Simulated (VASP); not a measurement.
A run of VASP 6.6.1:

INCAR

```
SYSTEM = Sn32Te33
PREC = Accurate
ENCUT = 400
EDIFF = 1E-6
ISMEAR = -1
SIGMA = 0.05
LREAL = Auto
LASPH = .True.
NELM = 120
ALGO = Normal
ISIF = 2
LWAVE = .False.
LCHARG = .False.
GGA = PS
NBANDS = 361
ISYM = -1
GGA_COMPAT = .False.
```

Contents of KPOINTS:

```
explicit points
1
Reciprocal
  0.25000000   0.25000000   0.25000000 1
```

The input POSCAR:

```
Sn32Te33
1.0
   12.5689980000      0.0000000000      0.0000000000
    0.0000000000     12.5689980000      0.0000000000
    0.0000000000      0.0000000000     12.5689980000
Te Sn
33 32
Direct
    0.2443450000      0.9996920000      0.9985520000
    0.2409370000      0.9987530000      0.4985360000
    0.2447380000      0.5001780000      0.9977950000
    0.2396770000      0.5039940000      0.4981200000
    0.7447170000      0.9987130000      0.9973630000
    0.7469570000      0.9943450000      0.4971690000
    0.7454330000      0.4986050000      0.9964260000
    0.7493930000      0.4997300000      0.4943840000
    0.9945840000      0.2494220000      0.9962510000
    0.9969570000      0.2489040000      0.4945370000
    0.9947950000      0.7495660000      0.9965120000
    0.9941970000      0.7497040000      0.4959870000
    0.4929990000      0.2488580000      0.9981400000
    0.5490910000      0.1859300000      0.5490750000
    0.4942890000      0.7496630000      0.9959050000
    0.4927650000      0.7455200000      0.4944780000
    0.9964470000      0.9997070000      0.2461690000
    0.9953840000      0.9986330000      0.7465320000
    0.9960670000      0.5002040000      0.2463010000
    0.9948200000      0.4985140000      0.7470310000
    0.4964390000      0.9993010000      0.2432510000
    0.4951640000      0.9940320000      0.7488860000
    0.4963220000      0.5042120000      0.2410570000
    0.4928860000      0.4989720000      0.7507130000
    0.2428910000      0.2492170000      0.2446620000
    0.2478330000      0.2470230000      0.7534540000
    0.2450870000      0.7511920000      0.2467350000
    0.2444790000      0.7481370000      0.7471510000
    0.7513780000      0.2476460000      0.2496550000
    0.7508640000      0.2493600000      0.7525320000
    0.7454990000      0.7487130000      0.2462620000
    0.7451890000      0.7489290000      0.7469810000
    0.4299120000      0.3199220000      0.4322790000
    0.9997980000      0.0063600000      0.0018470000
    0.9917180000      0.0025540000      0.5007070000
    0.0027390000      0.5070040000      0.0043930000
    0.0021330000      0.5063100000      0.5050900000
    0.4986710000      0.0027750000      0.9940410000
    0.4816540000      0.9781350000      0.4843630000
    0.5034160000      0.5064330000      0.0035920000
    0.5147630000      0.5164000000      0.5162530000
    0.2488810000      0.2570380000      0.0055900000
    0.2295340000      0.2439270000      0.5164340000
    0.2504260000      0.7563290000      0.0040710000
    0.2470880000      0.7493430000      0.5037880000
    0.7516800000      0.2555600000      0.0039150000
    0.7643160000      0.2616910000      0.5049720000
    0.7519170000      0.7566630000      0.0036440000
    0.7509670000      0.7556970000      0.5041680000
    0.2495000000      0.0083720000      0.2517010000
    0.2520600000      0.0039270000      0.7543640000
    0.2526660000      0.5087980000      0.2544460000
    0.2507260000      0.5050510000      0.7550510000
    0.7520040000      0.0047060000      0.2541730000
    0.7515980000      0.0059820000      0.7537210000
    0.7531890000      0.5057580000      0.2522950000
    0.7539350000      0.5070690000      0.7557010000
    0.0037280000      0.2571120000      0.2505170000
    0.0021250000      0.2553560000      0.7535450000
    0.0022540000      0.7563930000      0.2522220000
    0.0017190000      0.7564650000      0.7537320000
    0.5139900000      0.2452840000      0.2311930000
    0.5033050000      0.2604040000      0.7650360000
    0.5019980000      0.7500760000      0.2488970000
    0.5022170000      0.7552550000      0.7527740000
```

Potentials or basis: VASP PAW PBE potentials, release 64 (Te, Sn_d).

The run is started by

```console
$ cat potpaw_PBE.64/Te/POTCAR potpaw_PBE.64/Sn_d/POTCAR > POTCAR
$ mpirun -np 1 vasp_std > vasp.out
```

Hardware: 1 thread of Intel(R) Xeon(R) Platinum 8259CL CPU @ 2.50GHz (Skylake/Cascade Lake) (shared host).

Problem. How long does it take, and how much memory?

Solution. Run time: 25 min on 1 thread of Intel(R) Xeon(R) Platinum 8259CL CPU @ 2.50GHz (Skylake/Cascade Lake), with other jobs on the host, peak memory 1.2 GiB. Counts: scf iterations 15, k points 1.
